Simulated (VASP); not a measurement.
# CdS (P6_3mc) in VASP: relaxation of cell and atoms with LDA

Aim: the relaxation of cell and atoms of CdS with LDA.

Everything below comes from runs of VASP 6.6.1. Logs are shortened: lines on timing, memory, paths and dates and some standing lists are left out, and cuts for length are marked.

## 1. The cell of the first run

Symmetry: P6_3mc, No. 186, hexagonal system. The conventional cell has a = 4.169 Å, b = 4.169 Å, c = 6.780 Å, α = 90.00°, β = 90.00°, γ = 120.00°. Within 3.4 Å of Cd (site symmetry 3m) lie 4 S at 2.55 Å. S (site symmetry 3m) has 4 Cd at 2.55 Å within 3.4 Å.

## 2. Relaxation of cell and atoms, LDA

Input file INCAR:

```
SYSTEM = CdS
ALGO = Normal
EDIFF = 1E-6
EDIFFG = -0.002
ENCUT = 600
IBRION = 2
ISIF = 3
ISMEAR = 0
LASPH = .True.
LCHARG = .False.
LREAL = .False.
LWAVE = .False.
NELM = 100
NSW = 100
PREC = Accurate
SIGMA = 0.02
```

Input file KPOINTS:

```
k-points
0
Gamma
  6 6 4
  0 0 0
```

Input file POSCAR:

```
CdS
1.0
    4.1688381000      0.0000000000      0.0000000000
   -2.0844190500      3.6103197000      0.0000000000
    0.0000000000      0.0000000000      6.7796174100
Cd S
2 2
Direct
    0.6666666700      0.3333333300      0.5002243700
    0.3333333300      0.6666666700      0.0002243700
    0.6666666700      0.3333333300      0.8767756300
    0.3333333300      0.6666666700      0.3767756300
```

Potentials or basis: VASP PAW LDA potentials, release 64 (Cd, S).

On the command line:

```console
> cat potpaw_LDA.64/Cd/POTCAR potpaw_LDA.64/S/POTCAR > POTCAR
> mpirun -np 1 vasp_std > vasp.out
```

OUTCAR:

```text
SYSTEM = CdS
   EDIFF = 1E-6
   EDIFFG = -0.002
   ENCUT = 600
   IBRION = 2
   ISIF = 3
   ISMEAR = 0
   LASPH = .True.
   LREAL = .False.
   NELM = 100
   NSW = 100
   PREC = Accurate

 ion  position               nearest neighbor table
   1  0.667  0.333  0.500-   4 2.55   4 2.55   4 2.55   3 2.55
   2  0.333  0.667  0.000-   3 2.55   3 2.55   3 2.55   4 2.55
   3  0.667  0.333  0.877-   2 2.55   2 2.55   2 2.55   1 2.55
   4  0.333  0.667  0.377-   1 2.55   1 2.55   1 2.55   2 2.55

  LATTYP: Found a hexagonal cell.
 ALAT       =     4.1688381000
 C/A-ratio  =     1.6262606624

  Lattice vectors:

 A1 = (   4.1688381000,   0.0000000000,   0.0000000000)
 A2 = (  -2.0844190500,   3.6103197000,   0.0000000000)
 A3 = (   0.0000000000,   0.0000000000,   6.7796174100)

Analysis of symmetry for initial positions (statically):
=====================================================================
 Subroutine PRICEL returns:
 Original cell was already a primitive cell.

 Routine SETGRP: Setting up the symmetry group for a
 hexagonal supercell.

 Subroutine GETGRP returns: Found 12 space group operations
 (whereof  6 operations were pure point group operations)
 out of a pool of 24 trial point group operations.

The static configuration has the point symmetry C_3v.
 The point group associated with its full space group is C_6v.

Analysis of symmetry for dynamics (positions and initial velocities):
=====================================================================
 Subroutine PRICEL returns:
 Original cell was already a primitive cell.

 Routine SETGRP: Setting up the symmetry group for a
 hexagonal supercell.

 Subroutine GETGRP returns: Found 12 space group operations
 (whereof  6 operations were pure point group operations)
 out of a pool of 24 trial point group operations.

The dynamic configuration has the point symmetry C_3v.
 The point group associated with its full space group is C_6v.

 Subroutine INISYM returns: Found 12 space group operations
 (whereof  6 operations are pure point group operations),
 and found     1 'primitive' translations

----------------------------------------------------------------------------------------

                                     Primitive cell

  volume of cell :     102.0389

  direct lattice vectors                    reciprocal lattice vectors
     4.168838100  0.000000000  0.000000000     0.239874991  0.138491890  0.000000000
[... 89 lines left out ...]
   NSW    =    100    number of steps for IOM
   IBRION =      2    ionic relax: 0-MD 1-quasi-New 2-CG
   NFREE  =      1    steps in history (QN), initial steepest desc. (CG)
   ISIF   =      3    stress and relaxation
   ISYM   =      2    0-nonsym 1-usesym 2-fastsym
   POTIM  = 0.5000    time-step for ionic-motion
   TEBEG  =    0.0;   TEEND  =   0.0 temperature during run
   PSTRESS=    0.0 pullay stress
   NELECT =      36.0000    total number of electrons
   NUPDOWN=      -1.0000    fix difference up-down
   EMIN   =  10.00;   EMAX   =-10.00  energy-range for DOS
   EFERMI =   0.00;   METHOD = LEGACY
   ISMEAR =     0;   SIGMA  =   0.02  broadening in eV -4-tet -1-fermi 0-gaus
   EFERMI_NEDOS =   21; number of points for ismear=-14 and -15
   IALGO  =     38    algorithm
   IMIX   =      4    mixing-type and parameters
     AMIX     =   0.40;   BMIX     =  1.00
     AMIX_MAG =   1.60;   BMIX_MAG =  1.00
  volume/ion in A,a.u.               =      25.51       172.15
  Fermi-wavevector in a.u.,A,eV,Ry     =   1.156788  2.186012 18.206746  1.338158
  Thomas-Fermi vector in A             =   2.293405
   LORBIT       =      0    0 simple, 1 ext, 2 COOP (PROOUT), +10 PAW based schemes
   GGA     = CA    functional components
   LHFCALC =     F    Hartree Fock is set to
   AEXX    =    0.0000 exact exchange contribution
   IVDW    =     0    specifies the selected vdW correction
   LEPSILON=     F    determine dielectric tensor
   LRPA    =     F    only Hartree local field effects (RPA)
 conjugate gradient relaxation of ions
 non-spin polarized calculation
 Gauss-broadening in eV      SIGMA  =   0.02
  energy-cutoff  :      600.00
  volume of cell :      102.04
 maximum number of plane-waves:      3420
 NGX is ok and might be reduce to    36
   NGX = 17   NGY = 17   NGZ = 27

--------------------------------------- Ionic step        1  -------------------------------------------

 number of electron      36.0000009 magnetization

 Free energy of the ion-electron system (eV)
  ---------------------------------------------------
  ext. energy  EPLUGINS =         0.00000000
  ---------------------------------------------------
  free energy    TOTEN  =       -14.74929114 eV

  energy without entropy =      -14.74929114  energy(sigma->0) =      -14.74929114

------------------------ aborting loop because EDIFF is reached ----------------------------------------

  FORCE on cell =-STRESS in cart. coord.  units (eV):
  Direction    XX          YY          ZZ          XY          YZ          ZX
  --------------------------------------------------------------------------------------
  -------------------------------------------------------------------------------------
  Total       -2.2576919     -2.2576919     -2.2152634      0.0000000     -0.0000000      0.0000000
  in kB      -35.4494398    -35.4494398    -34.7832440      0.0000000     -0.0000000      0.0000000
  external PRESSURE =     -35.2273746 kB  Pullay stress =       0.0000000 kB
[... 95 lines left out ...]
  FREE ENERGIE OF THE ION-ELECTRON SYSTEM (eV)
  ---------------------------------------------------
  free  energy   TOTEN  =       -14.8178804631 eV

  energy  without entropy=      -14.8178804631  energy(sigma->0) =      -14.81788046

[... ionic steps 4 to 27 ...]

--------------------------------------- Ionic step       28  -------------------------------------------

 number of electron      35.9999997 magnetization

------------------------ aborting loop because EDIFF is reached ----------------------------------------
[... 71 lines left out ...]
--------------------------------------- Ionic step       30  -------------------------------------------

 number of electron      35.9999997 magnetization

 Free energy of the ion-electron system (eV)
  ---------------------------------------------------
  ext. energy  EPLUGINS =         0.00000000
  ---------------------------------------------------
  free energy    TOTEN  =       -14.81790542 eV

  energy without entropy =      -14.81790542  energy(sigma->0) =      -14.81790542

 E-fermi :   1.5065     XC(G=0):  -9.7252

 val. band max:        1.4122775894   @ k =   0.0000   0.0000   0.0000
 cond. band min:       2.4510182624   @ k =   0.0000   0.0000   0.0000
 fundamental gap:      1.0387406730
 Fermi energy:         1.5064655876

 k-point     1 :       0.0000    0.0000    0.0000
  band No.  band energies     occupation
      1     -11.1520      2.00000
      2     -10.6710      2.00000
      3      -6.4767      2.00000
      4      -6.4659      2.00000
      5      -6.4659      2.00000
      6      -6.3738      2.00000
[... 545 lines left out ...]
  FREE ENERGIE OF THE ION-ELECTRON SYSTEM (eV)
  ---------------------------------------------------
  free  energy   TOTEN  =       -14.8179054242 eV

  energy  without entropy=      -14.8179054242  energy(sigma->0) =      -14.81790542

 reached required accuracy - stopping structural energy minimisation
```

It took 4.3 min on 1 thread of Intel Xeon 6975P-C (Granite Rapids), shared host; peak memory 0.24 GiB.

What came out:

| Quantity | Value |
| --- | --- |
| Free energy | -14.8179 eV |
| Relaxed volume | 24.03 Å³/atom |
| Relaxed cell | a = 4.084 Å, b = 4.084 Å, c = 6.653 Å, α = 90.00°, β = 90.00°, γ = 120.00° |
| Space group after relaxing (to 0.1 Å) | P6_3mc (No. 186) |
| Energy gained by relaxing | 17.2 meV/atom |
| Ionic steps | 30 |
| Pressure after relaxing | 0.0 GPa |
| Band gap on the k mesh | 1.04 eV |

Step by step:
```tsv
step	energy change (eV)	largest force (eV/Å)	pressure (GPa)	volume (Å³)
1	0.0000	0.0026	-3.52	102.04
2	-0.0579	0.0096	1.62	93.98
3	-0.0686	0.0053	0.00	96.13
4	-0.0686	0.0055	0.08	96.02
5	-0.0686	0.0043	-0.03	96.17
6	-0.0686	0.0047	-0.03	96.15
7	-0.0686	0.0048	-0.01	96.12
8	-0.0686	0.0052	0.00	96.12
9	-0.0686	0.0046	0.02	96.12
10	-0.0686	0.0042	0.02	96.13
11	-0.0686	0.0032	-0.02	96.15
12	-0.0686	0.0023	-0.02	96.14
13	-0.0686	0.0009	0.03	96.09
14	-0.0686	0.0016	0.03	96.11
15	-0.0686	0.0027	0.01	96.12
16	-0.0686	0.0002	0.00	96.12
17	-0.0686	0.0010	0.01	96.12
18	-0.0686	0.0003	0.01	96.12
19	-0.0686	0.0002	0.00	96.13
20	-0.0686	0.0010	0.00	96.15
21	-0.0686	0.0039	-0.04	96.18
22	-0.0686	0.0018	-0.01	96.16
23	-0.0686	0.0004	-0.02	96.15
24	-0.0686	0.0007	-0.02	96.15
25	-0.0686	0.0010	-0.01	96.15
26	-0.0686	0.0005	-0.01	96.13
27	-0.0686	0.0019	0.06	96.06
28	-0.0686	0.0000	0.01	96.11
29	-0.0686	0.0005	0.03	96.12
30	-0.0686	0.0005	0.01	96.12
```

Final structure:
```xyz
4
Lattice="4.0844 0.0000 0.0000 -2.0422 3.5372 0.0000 0.0000 0.0000 6.6532" Properties=species:S:1:pos:R:3 pbc="T T T"
Cd    2.0422    1.1791    3.3295
Cd    0.0000    2.3581    0.0029
S     2.0422    1.1791    5.8320
S     0.0000    2.3581    2.5053
```
